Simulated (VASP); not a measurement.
Input of a VASP 6.6.1 run:

File INCAR:

```
PREC = Accurate ; ENCUT = 520
EDIFF = 1E-6 ; ISMEAR = -1
SIGMA = 0.02 ; LREAL = Auto
LASPH = T ; NELM = 100
ALGO = Normal ; ISIF = 2
LWAVE = F ; LCHARG = T
GGA = PS ; LELF = T
LVHAR = T ; NBANDS = 96
```

File KPOINTS:

```
Automatic mesh
0
Gamma
  2 2 1
  0.5 0.5 0
```

File POSCAR:

```
ZnS
1.0
    0.0000000000     -6.5924320200      0.0000000000
    5.7092136021     -3.2962160100      0.0000000000
    0.0000000000     -2.1974773400      9.3519478348
Zn S
9 9
Direct
    0.6447353996      0.6851787781      1.0041006607
    0.3344744160      0.3397564245      0.9964382998
   -0.0233941560      0.0021791092      1.0014558641
    0.4320305182      0.6492582444      0.6759358704
    0.1112752975      0.3255693568      0.6672497655
    0.7815493089      0.9772953666      0.6605122386
    0.2400016546      0.6715373197      0.3275907922
    0.9067513829      0.3466484420      0.3337226699
    0.5554655352      1.0187812903      0.3349804827
    0.5869894165      0.6706738032      0.2571482479
    0.2623195339      0.3452359882      0.2474213972
    0.9275007693      0.0013250511      0.2476337594
    0.1470780651      0.6452361493      0.5829680721
    0.8059891688      0.3238274356      0.5870504302
    0.4859504819     -0.0230142029      0.5741207174
    0.3516293301      0.6697447786      0.9229629113
    0.0272992875      0.3287209292      0.9191640236
    0.6895750091      1.0052051648      0.9091653579
```

Potentials or basis: VASP PAW PBE potentials, release 64 (Zn, S).

The run is started by

```bash
$ cat potpaw_PBE.64/Zn/POTCAR potpaw_PBE.64/S/POTCAR > POTCAR
$ mpirun -np 1 vasp_std > vasp.out
```

(1) Estimate the band gap on the k mesh.

(2) What does it give for the largest force?

(3) Predict the pressure.

Results:

(1) 3.20 eV.

(2) 1.086 eV/Å.

(3) -0.9 GPa.

Caveat: the k points lie up to 0.67 Å⁻¹ apart; the PAW data sets were made with another functional, which shifts forces and pressure a little.
